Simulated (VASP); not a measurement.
A run of VASP 6.6.1 is set up as follows.

INCAR

```
PREC = Accurate
ENCUT = 520
EDIFF = 1E-7
ISMEAR = 0
SIGMA = 0.1
LREAL = Auto
LASPH = True
NELM = 100
ALGO = Normal
ISIF = 2
LWAVE = False
LCHARG = False
GGA = PE
ISYM = 0
NBANDS = 78
```

The input KPOINTS:

```
Automatic mesh
0
Gamma
  2 2 2
  0.5 0.5 0.5
```

The input POSCAR:

```
SrO
1.0
   -2.1377331328      3.7026623990      5.1555949900
   -2.1377331328      3.7026623990     -5.1555949900
   -6.4131993984     -3.7026623990      0.0000000000
Sr O
8 8
Direct
    0.9690638500      0.0309361500      0.3333333333
    0.4690638500      0.5309361500      0.3333333333
    0.7190638500      0.7809361500      0.8333333333
    0.2190638500      0.2809361500      0.8333333333
    0.4690638500      0.0309361500      0.1666666667
    0.9690638500      0.5309361500      0.1666666667
    0.2190638500      0.7809361500      0.6666666667
    0.7190638500      0.2809361500      0.6666666667
    0.7184361500      0.2815638500      0.3333333333
    0.2184361500      0.7815638500      0.3333333333
    0.4684361500      0.0315638500      0.8333333333
    0.9684361500      0.5315638500      0.8333333333
    0.7184361500      0.7815638500      0.1666666667
    0.2184361500      0.2815638500      0.1666666667
    0.4684361500      0.5315638500      0.6666666667
    0.9684361500      0.0315638500      0.6666666667
```

Potentials or basis: VASP PAW PBE potentials, release 64 (Sr_sv, O).

Launch:

```console
$ cat potpaw_PBE.64/Sr_sv/POTCAR potpaw_PBE.64/O/POTCAR > POTCAR
$ mpirun -np 1 vasp_std > vasp.out
```

Task: What does it give for the largest force?

Result: 0.016 eV/Å.

Task: Estimate the band gap on the k mesh.

Result: 3.73 eV.

Forces on the atoms (eV/Å):
```
Sr   0.000  0.000 -0.015
Sr   0.000  0.000 -0.015
Sr  -0.002 -0.001 -0.014
Sr  -0.002 -0.001 -0.014
Sr   0.000  0.000 -0.015
Sr   0.000  0.000 -0.015
Sr   0.002  0.001 -0.014
Sr   0.002  0.001 -0.014
O   -0.002 -0.001  0.014
O   -0.002 -0.001  0.014
O   -0.005 -0.003  0.015
O   -0.005 -0.003  0.015
O    0.002  0.001  0.014
O    0.002  0.001  0.014
O    0.005  0.003  0.015
O    0.005  0.003  0.015
```

A k mesh can miss the band edges.
